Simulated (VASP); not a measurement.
# SnO in VASP: further runs

Runs on SnO. Level: PBE. Tasks: single point.

Everything below comes from runs of VASP 6.6.1. Logs are shortened: lines on timing, memory, paths and dates and some standing lists are left out, and cuts for length are marked.

## 1. The cell of the first run

The typed cell holds 8 atoms: a = 3.866 Å, b = 3.866 Å, c = 10.280 Å, α = 90.00°, β = 90.00°, γ = 90.05°.

## 2. Single point, PBE

Contents of INCAR:

```
  PREC = Accurate
  ENCUT = 520
  EDIFF = 1E-6
  ISMEAR = 0
  SIGMA = 0.1
  LREAL = F
  LASPH = T
  NELM = 60
  ALGO = Normal
  ISIF = 2
  LWAVE = F
  LCHARG = T
  GGA = PE
  LELF = T
  LVHAR = T
  NBANDS = 50
```

Contents of KPOINTS:

```
regular mesh
0
Gamma
  4 4 2
```

Contents of POSCAR:

```
SnO
1.0
    2.7326503934     -2.7348921306      0.0000000000
    2.7326503934      2.7348921306      0.0000000000
    0.0000000000      0.0000000000     10.2804147559
Sn O
4 4
Direct
   -0.0001330473      0.0001330473     -0.0085749379
    0.0001330473     -0.0001330473      0.4914250621
    0.5001444548      0.4998555452      0.2655713758
    0.4998555452      0.5001444548      0.7655713758
    1.0002491103      0.4997080603      0.3785017811
   -0.0002491103      0.5002919397      0.8785017811
    0.5002919397     -0.0002491103      0.3785017811
    0.4997080603      1.0002491103      0.8785017811
```

Potentials or basis: VASP PAW PBE potentials, release 64 (Sn_d, O).

Command:

```console
cat potpaw_PBE.64/Sn_d/POTCAR potpaw_PBE.64/O/POTCAR > POTCAR
mpirun -np 1 vasp_std > vasp.out
```

OUTCAR:

```text
PREC = Accurate
   ENCUT = 520
   EDIFF = 1E-6
   ISMEAR = 0
   LREAL = F
   LASPH = T
   NELM = 60
   ISIF = 2
   GGA = PE

 ion  position               nearest neighbor table
   1  1.000  0.000  0.991-   6 2.25   8 2.25   6 2.26   8 2.26   4 3.59   4 3.59   4 3.59   4 3.59

   2  0.000  1.000  0.491-   5 2.25   7 2.25   7 2.26   5 2.26   3 3.59   3 3.59   3 3.59   3 3.59

   3  0.500  0.500  0.266-   5 2.25   7 2.25   5 2.26   7 2.26   2 3.59   2 3.59   2 3.59   2 3.59

   4  0.500  0.500  0.766-   6 2.25   8 2.25   8 2.26   6 2.26   1 3.59   1 3.59   1 3.59   1 3.59

   5  0.000  0.500  0.379-   2 2.25   3 2.25   3 2.26   2 2.26
   6  1.000  0.500  0.879-   1 2.25   4 2.25   4 2.26   1 2.26
   7  0.500  1.000  0.379-   2 2.25   3 2.25   3 2.26   2 2.26
   8  0.500  0.000  0.879-   1 2.25   4 2.25   4 2.26   1 2.26

  LATTYP: Found a base centered orthorhombic cell.
 ALAT       =     5.4653007868
 B/A-ratio  =     1.0008203527
 C/A-ratio  =     1.8810336625

  Lattice vectors:

 A1 = (   2.7326503934,  -2.7348921306,   0.0000000000)
 A2 = (   2.7326503934,   2.7348921306,   0.0000000000)
 A3 = (   0.0000000000,   0.0000000000,  10.2804147559)

Analysis of symmetry for initial positions (statically):
=====================================================================
 Subroutine PRICEL returns:
 Original cell was already a primitive cell.

 Routine SETGRP: Setting up the symmetry group for a
 base centered orthorhombic supercell.

 Subroutine GETGRP returns: Found  4 space group operations
 (whereof  2 operations were pure point group operations)
 out of a pool of  8 trial point group operations.

The static configuration has the point symmetry C_1h.
 The point group associated with its full space group is C_2v.

Analysis of symmetry for dynamics (positions and initial velocities):
=====================================================================
 Subroutine PRICEL returns:
 Original cell was already a primitive cell.

 Routine SETGRP: Setting up the symmetry group for a
 base centered orthorhombic supercell.

 Subroutine GETGRP returns: Found  4 space group operations
 (whereof  2 operations were pure point group operations)
 out of a pool of  8 trial point group operations.

The dynamic configuration has the point symmetry C_1h.
 The point group associated with its full space group is C_2v.

 Subroutine INISYM returns: Found  4 space group operations
 (whereof  2 operations are pure point group operations),
 and found     1 'primitive' translations

----------------------------------------------------------------------------------------

                                     Primitive cell

  volume of cell :     153.6614

  direct lattice vectors                    reciprocal lattice vectors
     2.732650393 -2.734892131  0.000000000     0.182972546 -0.182822567  0.000000000
     2.732650393  2.734892131  0.000000000     0.182972546  0.182822567  0.000000000
     0.000000000  0.000000000 10.280414756     0.000000000  0.000000000  0.097272340

  length of vectors
     3.866136720  3.866136720 10.280414756     0.258656227  0.258656227  0.097272340

  position of ions in fractional coordinates (direct lattice)
     0.999866953  0.000133047  0.991425062
     0.000133047  0.999866953  0.491425062
     0.500144455  0.499855545  0.265571376
     0.499855545  0.500144455  0.765571376
     0.000249110  0.499708060  0.378501781
     0.999750890  0.500291940  0.878501781
     0.500291940  0.999750890  0.378501781
     0.499708060  0.000249110  0.878501781

  ion indices of the primitive-cell ions
   primitive index   ion index
                 1           1
                 2           2
                 3           3
                 4           4
                 5           5
                 6           6
                 7           7
                 8           8

----------------------------------------------------------------------------------------

 KPOINTS: regular mesh

Automatic generation of k-mesh.
 Grid dimensions read from file:
 generate k-points for:    4    4    2

 Generating k-lattice:

  Cartesian coordinates                     Fractional coordinates (reciprocal lattice)
     0.045743137 -0.045705642  0.000000000     0.250000000  0.000000000  0.000000000
     0.045743137  0.045705642  0.000000000     0.000000000  0.250000000  0.000000000
     0.000000000  0.000000000  0.048636170     0.000000000  0.000000000  0.500000000

  Length of vectors
     0.064664057  0.064664057  0.048636170

  Shift w.r.t. Gamma in fractional coordinates (k-lattice)
     0.000000000  0.000000000  0.000000000

 Subroutine IBZKPT returns following result:
 ===========================================

 Found     14 irreducible k-points:

 Following reciprocal coordinates:
            Coordinates               Weight
  0.000000  0.000000  0.000000      1.000000
  0.250000 -0.000000  0.000000      4.000000
  0.500000 -0.000000  0.000000      2.000000
  0.250000  0.250000  0.000000      2.000000
  0.500000  0.250000  0.000000      4.000000
 -0.250000  0.250000  0.000000      2.000000
  0.500000  0.500000  0.000000      1.000000
  0.000000  0.000000  0.500000      1.000000
  0.250000 -0.000000  0.500000      4.000000
  0.500000 -0.000000  0.500000      2.000000
  0.250000  0.250000  0.500000      2.000000
  0.500000  0.250000  0.500000      4.000000
 -0.250000  0.250000  0.500000      2.000000
  0.500000  0.500000  0.500000      1.000000
   k-points           NKPTS =     14   k-points in BZ     NKDIM =     14   number of bands    NBANDS=     50
   number of dos      NEDOS =    301   number of ions     NIONS =      8
   total plane-waves  NPLWV =  72000
   dimension x,y,z NGX =    30 NGY =   30 NGZ =   80
   dimension x,y,z NGXF=    60 NGYF=   60 NGZF=  160
   ions per type =               4   4
   NGX,Y,Z   is equivalent  to a cutoff of  12.90, 12.90, 12.94 a.u.
   NGXF,Y,Z  is equivalent  to a cutoff of  25.80, 25.80, 25.87 a.u.
 SYSTEM =  unknown system
   PREC   = accura    normal or accurate (medium, high low for compatibility)
   ISTART =      0    job   : 0-new  1-cont  2-samecut
   ICHARG =      2    charge: 1-file 2-atom 10-const
   ISPIN  =      1    spin polarized calculation?
   LNONCOLLINEAR =      F non collinear calculations
   LSORBIT =      F    spin-orbit coupling
   LASPH  =      T    aspherical Exc in radial PAW
   ENCUT  =  520.0 eV  38.22 Ry    6.18 a.u.   7.19  7.19 19.11*2*pi/ulx,y,z
   NELM   =     60;   NELMIN=  2; NELMDL= -5     # of ELM steps
   EDIFF  = 0.1E-05   stopping-criterion for ELM
   LREAL  =      F    real-space projection
   EDIFFG = 0.1E-04   stopping-criterion for IOM
   NSW    =      0    number of steps for IOM
   IBRION =     -1    ionic relax: 0-MD 1-quasi-New 2-CG
   NFREE  =      0    steps in history (QN), initial steepest desc. (CG)
   ISIF   =      2    stress and relaxation
   ISYM   =      2    0-nonsym 1-usesym 2-fastsym
   POTIM  = 0.5000    time-step for ionic-motion
   TEBEG  =    0.0;   TEEND  =   0.0 temperature during run
   PSTRESS=    0.0 pullay stress
   NELECT =      80.0000    total number of electrons
   NUPDOWN=      -1.0000    fix difference up-down
   EMIN   =  10.00;   EMAX   =-10.00  energy-range for DOS
   EFERMI =   0.00;   METHOD = LEGACY
   ISMEAR =     0;   SIGMA  =   0.10  broadening in eV -4-tet -1-fermi 0-gaus
   EFERMI_NEDOS =   21; number of points for ismear=-14 and -15
   IALGO  =     38    algorithm
   IMIX   =      4    mixing-type and parameters
     AMIX     =   0.40;   BMIX     =  1.00
     AMIX_MAG =   1.60;   BMIX_MAG =  1.00
  volume/ion in A,a.u.               =      19.21       129.62
  Fermi-wavevector in a.u.,A,eV,Ry     =   1.316992  2.488754 23.598875  1.734468
  Thomas-Fermi vector in A             =   2.447065
   LORBIT       =      0    0 simple, 1 ext, 2 COOP (PROOUT), +10 PAW based schemes
   GGA     = PE    functional components
   LHFCALC =     F    Hartree Fock is set to
   AEXX    =    0.0000 exact exchange contribution
   IVDW    =     0    specifies the selected vdW correction
   LEPSILON=     F    determine dielectric tensor
   LRPA    =     F    only Hartree local field effects (RPA)
 non-spin polarized calculation
 Gauss-broadening in eV      SIGMA  =   0.10
  energy-cutoff  :      520.00
  volume of cell :      153.66
 maximum number of plane-waves:      4164
 NGX is ok and might be reduce to    30
   NGX = 15   NGY = 15   NGZ = 39

 number of electron      79.9999993 magnetization

 Free energy of the ion-electron system (eV)
  ---------------------------------------------------
  ext. energy  EPLUGINS =         0.00000000
  ---------------------------------------------------
  free energy    TOTEN  =       -45.43746325 eV

  energy without entropy =      -45.43746247  energy(sigma->0) =      -45.43746286

 E-fermi :   6.2820     XC(G=0):  -9.7410

 val. band max:        5.9915433216   @ k =   0.0000   0.0000   0.0000
 cond. band min:       6.5826844675   @ k =   0.5000   0.5000   0.0000
 fundamental gap:      0.5911411458
 Fermi energy:         6.2819531172

 k-point     1 :       0.0000    0.0000    0.0000
  band No.  band energies     occupation
      1     -15.7320      2.00000
      2     -15.7244      2.00000
      3     -15.3783      2.00000
      4     -15.3706      2.00000
      5     -15.3623      2.00000
      6     -15.3617      2.00000
[... 42 lines left out ...]
     49      11.4455      0.00000
     50      11.4492      0.00000

 k-point     2 :       0.2500   -0.0000    0.0000
  band No.  band energies     occupation
      1     -15.7021      2.00000
      2     -15.6993      2.00000
      3     -15.4481      2.00000
      4     -15.4340      2.00000
      5     -15.3569      2.00000
      6     -15.3563      2.00000
[... 628 lines left out ...]
 k-point    14 :       0.5000    0.5000    0.5000
  band No.  band energies     occupation
      1     -15.6602      2.00000
      2     -15.6602      2.00000
      3     -15.6599      2.00000
      4     -15.6599      2.00000
      5     -15.3481      2.00000
      6     -15.3481      2.00000
[... 42 lines left out ...]
     49      11.3445      0.00000
     50      11.3460      0.00000

------------------------ aborting loop because EDIFF is reached ----------------------------------------

  FORCE on cell =-STRESS in cart. coord.  units (eV):
  Direction    XX          YY          ZZ          XY          YZ          ZX
  --------------------------------------------------------------------------------------
  -------------------------------------------------------------------------------------
  Total        0.2697233      0.1552070      0.0898678      0.0000000      0.0000000      0.0000000
  in kB        2.8123166      1.6182920      0.9370223      0.0000000      0.0000000      0.0000000
  external PRESSURE =       1.7892103 kB  Pullay stress =       0.0000000 kB

 VOLUME and BASIS-vectors are now :
 -----------------------------------------------------------------------------
  energy-cutoff  :      520.00
  volume of cell :      153.66
      direct lattice vectors                 reciprocal lattice vectors
     2.732650393 -2.734892131  0.000000000     0.182972546 -0.182822567  0.000000000
     2.732650393  2.734892131  0.000000000     0.182972546  0.182822567  0.000000000
     0.000000000  0.000000000 10.280414756     0.000000000  0.000000000  0.097272340

 POSITION                                       TOTAL-FORCE (eV/Angst)
 -----------------------------------------------------------------------------------
      2.73265     -2.73416     10.19226         0.000000      0.002218      0.081796
      2.73265      2.73416      5.05205         0.000000     -0.002218      0.081796
      2.73265     -0.00079      2.73018         0.000000     -0.001632     -0.081379
      2.73265      0.00079      7.87039         0.000000      0.001632     -0.081379
      1.36621      1.36597      3.89116         0.001252      0.002628     -0.000209
      4.09909     -1.36597      9.03136        -0.001252     -0.002628     -0.000209
      4.09909      1.36597      3.89116        -0.001252      0.002628     -0.000209
      1.36621     -1.36597      9.03136         0.001252     -0.002628     -0.000209
 -----------------------------------------------------------------------------------
    total drift:                               -0.000000     -0.000000      0.000033

  FREE ENERGIE OF THE ION-ELECTRON SYSTEM (eV)
  ---------------------------------------------------
  free  energy   TOTEN  =       -45.4374632491 eV

  energy  without entropy=      -45.4374624691  energy(sigma->0) =      -45.43746286
```

Wall time 2 min (1 thread of Intel Xeon Platinum 8488C (Sapphire Rapids), shared host); peak memory 0.3 GiB.

Results:

* Free energy: -45.4375 eV
* Pressure: 0.2 GPa
* Largest force: 0.082 eV/Å
* Band gap on the k mesh: 0.59 eV

Forces in eV/Å, atoms in the order of the input:
```
Sn   0.000  0.002  0.082
Sn   0.000 -0.002  0.082
Sn   0.000 -0.002 -0.081
Sn   0.000  0.002 -0.081
O    0.001  0.003  0.000
O   -0.001 -0.003  0.000
O   -0.001  0.003  0.000
O    0.001 -0.003  0.000
```

Stress tensor (GPa, compression positive):
```
0.28 0.00 0.00
0.00 0.16 0.00
0.00 0.00 0.09
```

Levels at points of the mesh, in eV from the valence-band top:
```
           k point  band 36  band 37  band 38  band 39  band 40  band 41  band 42  band 43  band 44  band 45
(0.00, 0.00, 0.00)    -2.87    -2.87    -2.85    -1.94     0.00     1.74     1.88     3.40     3.41     3.79
(0.50, 0.00, 0.00)    -4.43    -2.29    -2.29    -1.52    -1.52     2.43     2.43     2.99     2.99     5.62
(0.50, 0.50, 0.00)    -2.22    -2.22    -2.22    -1.73    -1.73     0.59     0.59     2.66     2.66     3.65
(0.00, 0.00, 0.50)    -2.87    -2.86    -2.86    -0.71    -0.71     1.69     1.69     3.89     3.89     3.90
(0.50, 0.00, 0.50)    -4.44    -1.89    -1.89    -1.89    -1.89     2.70     2.70     2.70     2.70     5.79
(0.50, 0.50, 0.50)    -2.22    -2.03    -2.03    -2.02    -2.02     1.31     1.31     1.31     1.31     5.08
```

Caveat: spin-orbit coupling is left out, which moves the levels of the heavy elements. A k mesh can miss the band edges.

## 3. Single point, PBE

This run uses another cell than the first one, of 19.02 Å³/atom, 0.990 times its volume.

Contents of INCAR:

```
SYSTEM = SnO
ALGO = Normal
EDIFF = 1E-6
ENCUT = 520
GGA = PE
ISIF = 2
ISMEAR = 0
LASPH = .TRUE.
LCHARG = .FALSE.
LREAL = .FALSE.
LWAVE = .FALSE.
NBANDS = 50
NELM = 100
PREC = Accurate
SIGMA = 0.02
```

Contents of KPOINTS:

```
k-points
0
G
  10 10 4
  0 0 0
```

Contents of POSCAR:

```
SnO
1.0
    2.7350002921     -2.7349805590      0.0000000000
    2.7350002921      2.7349805590      0.0000000000
    0.0000000000      0.0000000000     10.1708098789
Sn O
4 4
Direct
    0.7500290688      0.2499709312      0.8640178876
    0.2499709312      0.7500290688      0.1359821124
    0.7499709312      0.2500290688      0.3640178876
    0.2500290688      0.7499709312      0.6359821124
    0.2499635466      0.2500364534      0.2500000000
    0.7500364534      0.7499635466      0.7500000000
    0.2500364534      0.2499635466      0.7500000000
    0.7499635466      0.7500364534      0.2500000000
```

Potentials or basis: VASP PAW PBE potentials, release 64 (Sn_d, O).

Command:

```console
cat potpaw_PBE.64/Sn_d/POTCAR potpaw_PBE.64/O/POTCAR > POTCAR
mpirun -np 1 vasp_std > vasp.out
```

OUTCAR:

```text
SYSTEM = SnO
   EDIFF = 1E-6
   ENCUT = 520
   GGA = PE
   ISIF = 2
   ISMEAR = 0
   LASPH = .TRUE.
   LREAL = .FALSE.
   NELM = 100
   PREC = Accurate

 ion  position               nearest neighbor table
   1  0.750  0.250  0.864-   6 2.25   7 2.25   7 2.25   6 2.25   4 3.59   4 3.59   4 3.59   4 3.59

   2  0.250  0.750  0.136-   5 2.25   8 2.25   5 2.25   8 2.25   3 3.59   3 3.59   3 3.59   3 3.59

   3  0.750  0.250  0.364-   5 2.25   8 2.25   8 2.25   5 2.25   2 3.59   2 3.59   2 3.59   2 3.59

   4  0.250  0.750  0.636-   6 2.25   7 2.25   6 2.25   7 2.25   1 3.59   1 3.59   1 3.59   1 3.59

   5  0.250  0.250  0.250-   2 2.25   3 2.25   3 2.25   2 2.25
   6  0.750  0.750  0.750-   1 2.25   4 2.25   1 2.25   4 2.25
   7  0.250  0.250  0.750-   1 2.25   4 2.25   4 2.25   1 2.25
   8  0.750  0.750  0.250-   2 2.25   3 2.25   2 2.25   3 2.25

  LATTYP: Found a simple tetragonal cell.
 ALAT       =     3.8678605528
 C/A-ratio  =     2.6295699496

  Lattice vectors:

 A1 = (   2.7350002921,  -2.7349805590,   0.0000000000)
 A2 = (   2.7350002921,   2.7349805590,   0.0000000000)
 A3 = (   0.0000000000,   0.0000000000,  10.1708098789)

[... 190 lines left out ...]

 val. band max:        6.0953984675   @ k =   0.0000   0.0000   0.0000
 cond. band min:       6.6231326164   @ k =   0.5000   0.5000   0.0000
 fundamental gap:      0.5277341489
 Fermi energy:         6.2511550968

 k-point     1 :       0.0000    0.0000    0.0000
  band No.  band energies     occupation
      1     -15.6414      2.00000
      2     -15.6326      2.00000
      3     -15.2873      2.00000
      4     -15.2785      2.00000
      5     -15.2726      2.00000
      6     -15.2726      2.00000
[... 1261 lines left out ...]
     49      11.3950      0.00000
     50      12.5465      0.00000

 [... further k-points ...]
[... 5 lines left out ...]
  --------------------------------------------------------------------------------------
  -------------------------------------------------------------------------------------
  Total        0.1514099      0.1524219      0.1469771      0.0000000      0.0000000      0.0000000
  in kB        1.5942909      1.6049473      1.5476159      0.0000000      0.0000000      0.0000000
  external PRESSURE =       1.5822847 kB  Pullay stress =       0.0000000 kB

 VOLUME and BASIS-vectors are now :
 -----------------------------------------------------------------------------
  energy-cutoff  :      520.00
  volume of cell :      152.16
      direct lattice vectors                 reciprocal lattice vectors
     2.735000292 -2.734980559  0.000000000     0.182815337 -0.182816656  0.000000000
     2.735000292  2.734980559  0.000000000     0.182815337  0.182816656  0.000000000
     0.000000000  0.000000000 10.170809879     0.000000000  0.000000000  0.098320587

 POSITION                                       TOTAL-FORCE (eV/Angst)
 -----------------------------------------------------------------------------------
      2.73500     -1.36765      8.78776         0.000000     -0.000078      0.077197
      2.73500      1.36765      1.38305         0.000000      0.000078     -0.077197
      2.73500     -1.36733      3.70236         0.000000      0.000078      0.077197
      2.73500      1.36733      6.46845         0.000000     -0.000078     -0.077197
      1.36750      0.00020      2.54270         0.000000     -0.000196      0.000000
      4.10250     -0.00020      7.62811         0.000000      0.000196      0.000000
      1.36750     -0.00020      7.62811         0.000000      0.000196      0.000000
      4.10250      0.00020      2.54270         0.000000     -0.000196      0.000000
 -----------------------------------------------------------------------------------
    total drift:                                0.000000     -0.000000      0.000000

  FREE ENERGIE OF THE ION-ELECTRON SYSTEM (eV)
  ---------------------------------------------------
  free  energy   TOTEN  =       -45.4517555903 eV

  energy  without entropy=      -45.4517555903  energy(sigma->0) =      -45.45175559
```

Wall time 17 min (1 thread of AMD EPYC 7R43 (Zen 3), shared host); peak memory 0.57 GiB.

Results:

| Item | Value |
| --- | --- |
| Free energy | -45.4518 eV |
| Pressure | 0.2 GPa |
| Largest force | 0.077 eV/Å |
| Band gap on the k mesh | 0.53 eV |

Forces in eV/Å, atoms in the order of the input:
```
Sn   0.000  0.000  0.077
Sn   0.000  0.000 -0.077
Sn   0.000  0.000  0.077
Sn   0.000  0.000 -0.077
O    0.000  0.000  0.000
O    0.000  0.000  0.000
O    0.000  0.000  0.000
O    0.000  0.000  0.000
```

Caveat: spin-orbit coupling is left out, which moves the levels of the heavy elements.
